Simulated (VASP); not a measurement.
Here is a VASP 6.6.1 calculation.

INCAR

```
SYSTEM = MgB
ALGO     = Normal         ! electronic algorithm
EDIFF    = 1E-6           ! SCF threshold, eV
EDIFFG   = -0.04          ! ionic threshold
ENCUT    = 600            ! plane-wave cutoff, eV
GGA      = PE             ! functional
IBRION   = 2              ! ionic algorithm
ISIF     = 3              ! what is computed and relaxed
ISMEAR   = 0              ! smearing method
LASPH    = .TRUE.         ! aspherical terms in the spheres
LCHARG   = .FALSE.        ! write CHGCAR
LREAL    = .FALSE.        ! projectors in reciprocal space
LWAVE    = .FALSE.        ! write WAVECAR
NELM     = 100            ! most SCF steps
NSW      = 90             ! ionic steps
PREC     = Accurate       ! precision mode
SIGMA    = 0.1            ! smearing width, eV
```

File KPOINTS:

```
k-points
0
G
  4 4 4
  0 0 0
```

POSCAR

```
MgB
1.0
    4.5261420797      0.0000000000      0.0000000000
    0.0000000000      4.5261420797      0.0000000000
    0.0000000000      0.0000000000      4.5261420797
Mg B
4 4
Direct
    0.1340000000      0.1340000000      0.1340000000
    0.3660000000      0.8660000000      0.6340000000
    0.6340000000      0.3660000000      0.8660000000
    0.8660000000      0.6340000000      0.3660000000
    0.8445000000      0.8445000000      0.8445000000
    0.6555000000      0.1555000000      0.3445000000
    0.3445000000      0.6555000000      0.1555000000
    0.1555000000      0.3445000000      0.6555000000
```

Potentials or basis: VASP PAW PBE potentials, release 64 (Mg, B).

Command:

```sh
$ cat potpaw_PBE.64/Mg/POTCAR potpaw_PBE.64/B/POTCAR > POTCAR
$ mpirun -np 1 vasp_std > vasp.out
```

(1) What does it give for the relaxed volume?

(2) Estimate the space group after relaxing (to 0.1 Å).

Results:

(1) 13.18 Å³/atom.

(2) P2_13 (No. 198).
